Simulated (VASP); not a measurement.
# Ba (P6/mmm) in VASP: a series of runs, part 2 of 2

VASP 6.6.1. The steps go on from the part before.

## (4) Single point, PBE (strain +0.000 along x and y, -0.080 along z)

INCAR

```
SYSTEM = Ba
PREC     = Accurate       ! precision mode
ENCUT    = 520            ! plane-wave cutoff, eV
EDIFF    = 1E-7           ! SCF threshold, eV
ISMEAR   = 0              ! smearing method
SIGMA    = 0.15           ! smearing width, eV
LREAL    = .False.        ! projectors in reciprocal space
LASPH    = .True.         ! aspherical terms in the spheres
NELM     = 80             ! most SCF steps
ALGO     = Fast           ! electronic algorithm
ISIF     = 2              ! what is computed and relaxed
LWAVE    = .False.        ! write WAVECAR
LCHARG   = .True.         ! write CHGCAR
GGA      = PE             ! functional
LELF     = .True.         ! ELF
LVHAR    = .True.       
NBANDS   = 17             ! bands
```

KPOINTS

```
Automatic mesh
0
Gamma
  9 9 12
  0 0 0
```

POSCAR

```
Ba
1.0
    6.9960670735      0.0000000000      0.0000000000
   -3.4980335368      6.0587718122      0.0000000000
    0.0000000000      0.0000000000      3.5966420660
Ba
2
Direct
    0.3333333333      0.6666666667      0.5000000000
    0.6666666667      0.3333333333      0.5000000000
```

Potentials or basis: VASP PAW PBE potentials, release 64 (Ba_sv).

Launch:

```sh
$ cat potpaw_PBE.64/Ba_sv/POTCAR > POTCAR
$ mpirun -np 1 vasp_std > vasp.out
```

OUTCAR:

```text
SYSTEM = Ba
   PREC = Accurate
   ENCUT = 520
   EDIFF = 1E-7
   ISMEAR = 0
   LREAL = .False.
   LASPH = .True.
   NELM = 80
   ISIF = 2
   GGA = PE

 ion  position               nearest neighbor table
   1  0.333  0.667  0.500-   2 4.04   2 4.04   2 4.04
   2  0.667  0.333  0.500-   1 4.04   1 4.04   1 4.04

  LATTYP: Found a hexagonal cell.
 ALAT       =     6.9960670735
 C/A-ratio  =     0.5140948519

  Lattice vectors:

 A1 = (   6.9960670735,   0.0000000000,   0.0000000000)
 A2 = (  -3.4980335368,   6.0587718122,   0.0000000000)
 A3 = (   0.0000000000,   0.0000000000,   3.5966420660)

Analysis of symmetry for initial positions (statically):
=====================================================================
 Subroutine PRICEL returns:
 Original cell was already a primitive cell.

 Routine SETGRP: Setting up the symmetry group for a
 hexagonal supercell.

 Subroutine GETGRP returns: Found 24 space group operations
 (whereof 24 operations were pure point group operations)
 out of a pool of 24 trial point group operations.

The static configuration has the point symmetry D_6h.

Analysis of symmetry for dynamics (positions and initial velocities):
=====================================================================
 Subroutine PRICEL returns:
 Original cell was already a primitive cell.

 Routine SETGRP: Setting up the symmetry group for a
 hexagonal supercell.

 Subroutine GETGRP returns: Found 24 space group operations
 (whereof 24 operations were pure point group operations)
 out of a pool of 24 trial point group operations.

The dynamic configuration has the point symmetry D_6h.

 Subroutine INISYM returns: Found 24 space group operations
 (whereof 24 operations are pure point group operations),
 and found     1 'primitive' translations

----------------------------------------------------------------------------------------

                                     Primitive cell

  volume of cell :     152.4529

[... 103 lines left out ...]
   ISMEAR =     0;   SIGMA  =   0.15  broadening in eV -4-tet -1-fermi 0-gaus
   EFERMI_NEDOS =   21; number of points for ismear=-14 and -15
   IALGO  =     68    algorithm
   IMIX   =      4    mixing-type and parameters
     AMIX     =   0.40;   BMIX     =  1.00
     AMIX_MAG =   1.60;   BMIX_MAG =  1.00
  volume/ion in A,a.u.               =      76.23       514.40
  Fermi-wavevector in a.u.,A,eV,Ry     =   0.831840  1.571949  9.414647  0.691957
  Thomas-Fermi vector in A             =   1.944794
   LORBIT       =      0    0 simple, 1 ext, 2 COOP (PROOUT), +10 PAW based schemes
   GGA     = PE    functional components
   LHFCALC =     F    Hartree Fock is set to
   AEXX    =    0.0000 exact exchange contribution
   IVDW    =     0    specifies the selected vdW correction
   LEPSILON=     F    determine dielectric tensor
   LRPA    =     F    only Hartree local field effects (RPA)
 non-spin polarized calculation
 RMM-DIIS sequential band-by-band and
 Gauss-broadening in eV      SIGMA  =   0.15
  energy-cutoff  :      520.00
  volume of cell :      152.45
 maximum number of plane-waves:      4128
 NGX is ok and might be reduce to    54
   NGX = 25   NGY = 25   NGZ = 13

 number of electron      20.0000003 magnetization

 Free energy of the ion-electron system (eV)
  ---------------------------------------------------
  ext. energy  EPLUGINS =         0.00000000
  ---------------------------------------------------
  free energy    TOTEN  =        -2.25443868 eV

  energy without entropy =       -2.19366394  energy(sigma->0) =       -2.22405131

 E-fermi :   0.7746     XC(G=0):  -6.5895

 val. band max:        0.7715731646   @ k =   0.3333   0.2222   0.3333
 cond. band min:       0.7765818926   @ k =   0.3333   0.1111   0.3333
 fundamental gap:      0.0050087280
 Fermi energy:         0.7746096319

 k-point     1 :       0.0000    0.0000    0.0000
  band No.  band energies     occupation
      1     -28.4227      2.00000
      2     -28.3534      2.00000
      3     -13.8095      2.00000
      4     -13.8095      2.00000
      5     -13.4133      2.00000
      6     -13.4133      2.00000
[... 457 lines left out ...]
      4     -13.6030      2.00000
      5     -13.6030      2.00000
      6     -13.3479      2.00000
[... 9 lines left out ...]
     16       2.5462      0.00000
     17       4.3520      0.00000

 [... further k-points ...]
[... 5 lines left out ...]
  --------------------------------------------------------------------------------------
  -------------------------------------------------------------------------------------
  Total       -0.0439684     -0.0439684      2.3482481      0.0000000     -0.0000000     -0.0000000
  in kB       -0.4620780     -0.4620780     24.6785018      0.0000000     -0.0000000     -0.0000000
  external PRESSURE =       7.9181153 kB  Pullay stress =       0.0000000 kB

 VOLUME and BASIS-vectors are now :
 -----------------------------------------------------------------------------
  energy-cutoff  :      520.00
  volume of cell :      152.45
      direct lattice vectors                 reciprocal lattice vectors
     6.996067073  0.000000000  0.000000000     0.142937452  0.082524976  0.000000000
    -3.498033537  6.058771812  0.000000000     0.000000000  0.165049953  0.000000000
     0.000000000  0.000000000  3.596642066     0.000000000  0.000000000  0.278037120

 POSITION                                       TOTAL-FORCE (eV/Angst)
 -----------------------------------------------------------------------------------
     -0.00000      4.03918      1.79832        -0.000000      0.000000     -0.000000
      3.49803      2.01959      1.79832         0.000000      0.000000      0.000000
 -----------------------------------------------------------------------------------
    total drift:                               -0.000000      0.000000     -0.000000

  FREE ENERGIE OF THE ION-ELECTRON SYSTEM (eV)
  ---------------------------------------------------
  free  energy   TOTEN  =        -2.2544386781 eV

  energy  without entropy=       -2.1936639408  energy(sigma->0) =       -2.22405131
```

OSZICAR:

```text
N       E                     dE             d eps       ncg     rms          rms(c)
DAV:   1     0.161011427675E+03    0.16101E+03   -0.79420E+03  2856   0.931E+02
DAV:   2     0.945098753698E+01   -0.15156E+03   -0.14805E+03  4406   0.190E+02
DAV:   3    -0.209439393592E+01   -0.11545E+02   -0.11449E+02  3894   0.591E+01
DAV:   4    -0.243758104693E+01   -0.34319E+00   -0.34224E+00  4514   0.769E+00
DAV:   5    -0.244159579350E+01   -0.40147E-02   -0.40126E-02  3912   0.839E-01    0.319E+00
RMM:   6    -0.228588096209E+01    0.15571E+00   -0.81392E-02  3048   0.142E+00    0.176E+00
RMM:   7    -0.225151726722E+01    0.34364E-01   -0.10777E-01  3527   0.163E+00    0.368E-01
RMM:   8    -0.225377394859E+01   -0.22567E-02   -0.16854E-02  4022   0.701E-01    0.681E-02
RMM:   9    -0.225427965836E+01   -0.50571E-03   -0.30979E-03  4387   0.246E-01    0.492E-02
RMM:  10    -0.225441860851E+01   -0.13895E-03   -0.33056E-04  4134   0.830E-02    0.240E-02
RMM:  11    -0.225443262140E+01   -0.14013E-04   -0.14234E-04  4553   0.407E-02    0.753E-03
RMM:  12    -0.225443641819E+01   -0.37968E-05   -0.36479E-05  4961   0.161E-02    0.487E-03
RMM:  13    -0.225443829055E+01   -0.18724E-05   -0.12009E-05  4519   0.104E-02    0.138E-03
RMM:  14    -0.225443859667E+01   -0.30612E-06   -0.43508E-06  4001   0.484E-03    0.128E-03
RMM:  15    -0.225443863162E+01   -0.34956E-07   -0.12698E-06  3548   0.255E-03    0.719E-04
RMM:  16    -0.225443867813E+01   -0.46513E-07   -0.47623E-07  3166   0.158E-03
   1 F= -.22544387E+01 E0= -.22240513E+01  d E =-.607747E-01
```

It took 4.2 min on 1 thread of Intel Xeon Platinum 8375C at 2.90GHz (Ice Lake), shared host; peak memory 0.38 GiB.

What came out:

- Free energy: -2.2544 eV
- Pressure: 0.8 GPa
- Band gap on the k mesh: zero (band 10 reaches 1.60 eV, above the bottom of band 11 at 0.40 eV)

Stress tensor (GPa, compression positive):
```
-0.05  0.00  0.00
 0.00 -0.05  0.00
 0.00  0.00  2.47
```

Levels at points of the mesh, in eV from the Fermi level:
| k point | band 7 | band 8 | band 9 | band 10 | band 11 | band 12 | band 13 | band 14 |
| --- | --- | --- | --- | --- | --- | --- | --- | --- |
| (0.00, 0.00, 0.00) | -13.63 | -13.56 | -2.19 | 0.02 | 0.16 | 0.70 | 0.70 | 0.99 |
| (0.00, 0.00, 0.50) | -14.02 | -14.02 | -0.46 | -0.46 | 0.28 | 1.14 | 1.14 | 1.53 |

Caveat: the cell differs from its parent crystal (strain +0.000 along x and y, -0.080 along z); spin-orbit coupling is left out, which moves the levels of the heavy elements.

## (5) The runs side by side

```tsv
cell	further INCAR settings	gap on the mesh (eV)	pressure (GPa)
a = 6.436, b = 6.436, c = 4.066 Å, angles 90.0, 90.0, 120.0°, 2 atoms	ALGO = Fast; EDIFF = 1e-06; NBANDS = 17	none	0.5
a = 6.436, b = 6.436, c = 4.222 Å, angles 90.0, 90.0, 120.0°, 2 atoms	ALGO = Fast; EDIFF = 1e-06; NBANDS = 17	none	0.4
a = 6.996, b = 6.996, c = 3.597 Å, angles 90.0, 90.0, 120.0°, 2 atoms	ALGO = Fast; EDIFF = 1e-07; NBANDS = 17	none	0.8
```

Alike in all rows: task single point; level PBE; potentials or basis VASP PAW PBE potentials, release 64 (Ba_sv); no spin polarisation; k mesh 9 × 9 × 12; cutoff (eV) 520; smearing gaussian 0.15 eV.

Caveats: spin-orbit coupling is left out, which moves the levels of the heavy elements.

Total energies depend on the potentials used, so only differences within one code and one set of settings carry meaning.
